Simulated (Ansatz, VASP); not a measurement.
## GdN: VASP beside Ansatz

The input INCAR:

```
SYSTEM = GdN
ALGO = Normal ; EDIFF = 1E-6
ENCUT = 520 ; GGA = PE
ISIF = 2 ; ISMEAR = 0
ISPIN = 2 ; LASPH = .TRUE.
LCHARG = .FALSE. ; LDAU = .TRUE.
LDAUJ = 0 0 ; LDAUL = 3 -1
LDAUPRINT = 1 ; LDAUTYPE = 2
LDAUU = 6 0 ; LMAXMIX = 6
LORBIT = 11 ; LREAL = .FALSE.
LWAVE = .FALSE. ; MAGMOM = 7.63 0
NBANDS = 22 ; NELM = 150
PREC = Accurate ; SIGMA = 0.05
```

File KPOINTS:

```
k-points
0
G
  10 10 10
  0 0 0
```

POSCAR

```
GdN
1.0
    0.0000000000      2.5010144932      2.5010144932
    2.5010144932      0.0000000000      2.5010144932
    2.5010144932      2.5010144932      0.0000000000
Gd N
1 1
Direct
    0.0000000000      0.0000000000      0.0000000000
    0.5000000000      0.5000000000      0.5000000000
```

Input for Ansatz:

```yaml
crystal:
  lattice:
    - [0.0, 2.5010144932, 2.5010144932]
    - [2.5010144932, 0.0, 2.5010144932]
    - [2.5010144932, 2.5010144932, 0.0]
  atoms:
    - { symbol: Gd, position: [0.0, 0.0, 0.0], spin: 7.63 }
    - { symbol: "N", position: [0.5, 0.5, 0.5] }
basis:
  ecutwfc: 420
  ecutrho_ratio: 4
kpoints:
  mp_grid: { grid: [10, 10, 10] }
  band_path:
    path:
      - [[0.0, 0.0, 0.0], [0.5, 0.0, 0.5], [0.625, 0.25, 0.625]]
      - [[0.375, 0.375, 0.75], [0.0, 0.0, 0.0], [0.5, 0.5, 0.5], [0.5, 0.25, 0.75], [0.5, 0.0, 0.5]]
    npoints: 14
hamiltonian:
  xc: pbe
  hubbard: { sites: [{ species: Gd, l: f, u_eff: 6.0 }] }
scf:
  occupations: { method: gaussian, width: 0.05 }
  lower_state_search: "off"
  n_extra_bands: 16
output:
  forces: true
  stress: true
  eigenvalues: true
  populations: true
  hubbard: { sites: [{ species: Gd, l: f }] }
  dos: { projected: true, de: 0.02, nscf_kmesh: { grid: [15, 15, 15] } }
  bader: true
magnetization:
  spin_polarized: true
checkpoint:
  read: start.run
  write: ck
  compress: false
  write_wavefunctions: false
  write_every: 100000
```

Alike in both runs: task single point; functional PBE; k mesh 10 × 10 × 10; occupations gaussian, width 0.05 eV; collinear spin; Hubbard terms Gd f U = 6.0 eV.

|  | VASP | Ansatz |
| --- | --- | --- |
| version | VASP 6.6.1 | Ansatz 0.2.0 |
| potentials or method | VASP PAW PBE potentials, release 64 (Gd, N), cutoff 520 eV | scalar-relativistic, plane waves, PAW |
| valence electrons in the cell | 23 | 23 |

```tsv
	VASP	Ansatz	Ansatz less VASP
gap on the k mesh at the Fermi level (eV)	none	none	-
pressure (GPa)	0.3	0.0	-0.30
net moment per atom (μB)	3.50	3.50	0.000
size of the moment on the site where the two differ most (μB)	6.87	6.94	+0.064
```

Site moments also hang on the region over which each program counts them. The programs project onto different local orbitals, so the same U acts differently, and such runs can settle in different states. A gap of «none» marks a metal or a gap that the smearing closes. Ansatz's warnings: filled band counts differ across k points, stability check not made.

Neither program's run includes spin-orbit coupling.
